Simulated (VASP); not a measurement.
Input of a VASP 6.6.1 run:

The input INCAR:

```
SYSTEM = Ce
PREC     = Accurate       ! precision mode
ENCUT    = 520            ! plane-wave cutoff, eV
EDIFF    = 1E-6           ! SCF threshold, eV
ISMEAR   = -1             ! smearing method
SIGMA    = 0.13605693000000002 ! smearing width, eV
LREAL    = .FALSE.        ! projectors in reciprocal space
LASPH    = .TRUE.         ! aspherical terms in the spheres
NELM     = 60             ! most SCF steps
ALGO     = Normal         ! electronic algorithm
ISIF     = 2              ! what is computed and relaxed
LWAVE    = .FALSE.        ! write WAVECAR
LCHARG   = .FALSE.        ! write CHGCAR
GGA      = PE             ! functional
NBANDS   = 12             ! bands
```

Contents of KPOINTS:

```
Automatic mesh
0
G
  12 12 12
  0 0 0
```

File POSCAR:

```
Ce
1.0
   -1.9264985240      1.9264985240      1.9264985240
    1.9264985240     -1.9264985240      1.9264985240
    1.9264985240      1.9264985240     -1.9264985240
Ce
1
Direct
    0.0000000000      0.0000000000      0.0000000000
```

Potentials or basis: VASP PAW PBE potentials, release 64 (Ce).

Run with:

```sh
$ cat potpaw_PBE.64/Ce/POTCAR > POTCAR
$ mpirun -np 1 vasp_std > vasp.out
```

(1) What does it give for the pressure?

(2) Predict the band gap on the k mesh.

Results:

(1) 0.0 GPa.

(2) zero (bands 6 and 7 overlap by 0.79 eV).

Caveat: spin-orbit coupling is left out, which moves the levels of the heavy elements; semilocal functionals describe open f shells poorly, which spoils levels, moments and volumes.
